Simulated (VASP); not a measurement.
MoSe, 2 atoms in the cell. It takes space group Fm-3m (No. 225, cubic). Conventional cell: a = 5.289 Å, b = 5.289 Å, c = 5.289 Å, α = 90.00°, β = 90.00°, γ = 90.00°. Within 3.5 Å of Mo (site symmetry m-3m) lie 6 Se at 2.64 Å. Within 3.5 Å of Se (site symmetry m-3m) lie 6 Mo at 2.64 Å. 

- Program: VASP 6.6.1
- Task: single point
- Functional: PBE
- Potentials or basis: VASP PAW PBE potentials, release 64 (Mo_sv, Se)
- Cutoff: 500 eV
- k mesh: 14 × 14 × 14
- Occupations: gaussian, width 0.1 eV
- Spin: no spin polarisation
- Dipole correction: no
- Further INCAR settings: ALGO = Normal; EDIFF = 1e-06; NBANDS = 17

Potentials or basis: VASP PAW PBE potentials, release 64 (Mo_sv, Se).

The run is started by

```bash
$ cat potpaw_PBE.64/Mo_sv/POTCAR potpaw_PBE.64/Se/POTCAR > POTCAR
$ mpirun -np 1 vasp_std > vasp.out
```

Hardware: 1 thread of Intel(R) Xeon(R) Platinum 8488C (Sapphire Rapids), with other jobs on the host.

Q: How long does it take, and how much memory?

A: Run time: 44 s on 1 thread of Intel(R) Xeon(R) Platinum 8488C (Sapphire Rapids), with other jobs on the host, peak memory 0.2 GiB. Counts: scf iterations 13, k points 104.
